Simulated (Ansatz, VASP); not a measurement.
**Ni: VASP beside Ansatz**

The input POSCAR:

```
Ni
1.0
    2.4149374537      0.0000000000      0.0000000000
   -1.2074687268      2.0913971830      0.0000000000
    0.0000000000      0.0000000000      4.0177628822
Ni
2
Direct
    0.3333333333      0.6666666667      0.2500000000
    0.6666666667      0.3333333333      0.7500000000
```

The input INCAR.step1:

```
SYSTEM = Ni
ALGO     = Normal         ! electronic algorithm
EDIFF    = 1E-4           ! SCF threshold, eV
ENCUT    = 520            ! plane-wave cutoff, eV
GGA      = PE             ! functional
ISMEAR   = 1              ! smearing method
ISPIN    = 2              ! spin polarisation
LASPH    = .TRUE.         ! aspherical terms in the spheres
LCHARG   = .FALSE.        ! write CHGCAR
LMAXMIX  = 4              ! l up to which the mixer works
LREAL    = .FALSE.        ! projectors in reciprocal space
LWAVE    = .TRUE.         ! write WAVECAR
MAGMOM   = 1.5 1.5        ! initial moments
NBANDS   = 21             ! bands
NELM     = 150            ! most SCF steps
PREC     = Accurate       ! precision mode
SIGMA    = 0.02           ! smearing width, eV
```

Contents of INCAR.step2:

```
SYSTEM = Ni
ALGO     = Normal         ! electronic algorithm
EDIFF    = 1E-6           ! SCF threshold, eV
ENCUT    = 520            ! plane-wave cutoff, eV
ISIF     = 2              ! what is computed and relaxed
ISMEAR   = 1              ! smearing method
ISPIN    = 2              ! spin polarisation
ISTART   = 1            
LASPH    = .TRUE.         ! aspherical terms in the spheres
LCHARG   = .FALSE.        ! write CHGCAR
LMAXMIX  = 4              ! l up to which the mixer works
LMIXTAU  = .TRUE.       
LORBIT   = 11             ! projections on sites
LREAL    = .FALSE.        ! projectors in reciprocal space
LWAVE    = .FALSE.        ! write WAVECAR
MAGMOM   = 1.5 1.5        ! initial moments
METAGGA  = R2SCAN         ! meta-GGA
NBANDS   = 21             ! bands
NELM     = 150            ! most SCF steps
PREC     = Accurate       ! precision mode
SIGMA    = 0.02           ! smearing width, eV
```

The input KPOINTS:

```
k-points
0
G
  13 13 7
  0 0 0
```

Input for Ansatz:

```yaml
crystal:
  lattice:
    - [2.414937453686997, 0.0, 0.0]
    - [-1.2074687268434985, 2.091397183003422, 0.0]
    - [0.0, 0.0, 4.017762882223417]
  atoms:
    - { symbol: Ni, position: [0.3333333333333333, 0.6666666666666666, 0.25], spin: 1.5 }
    - { symbol: Ni, position: [0.6666666666666666, 0.3333333333333333, 0.75], spin: 1.5 }
accuracy: low
basis:
  ecutwfc: 557.833418042754
kpoints:
  mp_grid:
    grid: [13, 13, 7]
hamiltonian:
  xc: r2scan
magnetization:
  spin_polarized: true
scf:
  mixing:
    algorithm: broyden
  occupations:
    method: methfessel_paxton
    width: 0.02
output:
  stress: true
```

Alike in both runs: task single point; functional r2SCAN; k mesh 13 × 13 × 7; occupations methfessel-paxton of order 1, width 0.02 eV; collinear spin.

```csv
,VASP,Ansatz
version,VASP 6.6.1,Ansatz 0.2.0
potentials or method,"VASP PAW PBE potentials, release 64 (Ni), cutoff 520 eV","plane waves, PAW"
valence electrons in the cell,20,36
```

|  | VASP | Ansatz | Ansatz less VASP |
| --- | --- | --- | --- |
| pressure (GPa) | 9.4 | 9.2 | -0.14 |
| traceless stress, the component that is largest in VASP (GPa) | 1.26 | 1.66 | +0.399 |
| net moment per atom (μB) | 0.65 | 0.68 | +0.029 |
| size of the moment on the site where the two differ most (μB) | 0.66 | 0.74 | +0.078 |

VASP's potentials were made for PBE, not for r2SCAN. Site moments also hang on the region over which each program counts them. VASP's potentials hold 20 valence electrons a cell and Ansatz's 36, so a difference there can come from the potentials and not from the codes. Ansatz's warnings: stability check not made.
